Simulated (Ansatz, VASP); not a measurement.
# One calculation of B24HN24, two programs

```
B N H
1.0
    -3.83091    2.21178   -4.22685
     3.83091   -2.21178   -4.22685
    -3.83091   -6.63533    4.22685
B N H
24 24 1
Direct
  0.66548 0.33238 0.99829
  0.16599 0.83314 0.99904
  0.83275 0.00023 0.83247
  0.33300 0.50048 0.83299
  0.99992 0.66682 0.66716
  0.49969 0.16682 0.66643
  0.16598 0.33410 0.49975
  0.66593 0.83274 0.49882
  0.33146 0.00065 0.33272
  0.83124 0.50105 0.33273
  0.49982 0.66669 0.16664
  0.99894 0.16709 0.16570
  0.58201 0.91765 0.99763
  0.08278 0.41686 0.99936
  0.74920 0.58375 0.83281
  0.24910 0.08366 0.83262
  0.91711 0.25273 0.66781
  0.41614 0.75019 0.66606
  0.08526 0.91866 0.50068
  0.58229 0.41584 0.50037
  0.24978 0.58242 0.33273
  0.74977 0.08632 0.33272
  0.41465 0.24823 0.16507
  0.91726 0.75072 0.16475
  0.85325 0.52079 0.99920
  0.35241 0.01980 0.99856
  0.02021 0.18776 0.83296
  0.51998 0.68752 0.83248
  0.18677 0.85429 0.66624
  0.68656 0.35394 0.66687
  0.35324 0.52051 0.49963
  0.85543 0.02512 0.50152
  0.51941 0.18725 0.33272
  0.02288 0.68735 0.33272
  0.68663 0.85633 0.16393
  0.18633 0.35361 0.16581
  0.76998 0.10426 0.99856
  0.26931 0.60396 0.99893
  0.93670 0.77104 0.83310
  0.43633 0.27068 0.83236
  0.10415 0.43842 0.66690
  0.60312 0.93774 0.66653
  0.27034 0.10510 0.49986
  0.77017 0.60130 0.50270
  0.43121 0.77124 0.33272
  0.93705 0.27091 0.33272
  0.60021 0.43136 0.16277
  0.10319 0.93799 0.16560
  0.73844 0.73996 0.33266
```

Alike in both runs: functional PBE; k mesh 2 × 2 × 2; occupations gaussian, width 0.05 eV; collinear spin.

Ansatz relaxed the structure, and its values are those at the end. VASP's run is a single point on that final structure, the one shown.

|  | VASP | Ansatz |
| --- | --- | --- |
| version | VASP 6.6.1 | Ansatz 0.2.0 |
| potentials or method | VASP PAW PBE potentials, release 64 (B, N, H), cutoff 520 eV | scalar-relativistic, plane waves, PAW |
| valence electrons in the cell | 193 | 193 |

Ansatz gave:

- rms of the force components (eV/Å): 0.003
- net moment per atom (μB): 0.02
- size of the moment on the site where the two differ most (μB): 0.42

**Question.** Which values does VASP return?

**Answer.** rms of the force components (eV/Å): 0.004; net moment per atom (μB): 0.02; size of the moment on the site where the two differ most (μB): 0.33.

Site moments also hang on the region over which each program counts them. The functional is the same, so the differences come from potentials, cutoffs and numerics.

The k mesh is coarse, so the values compare programs but aren't converged.
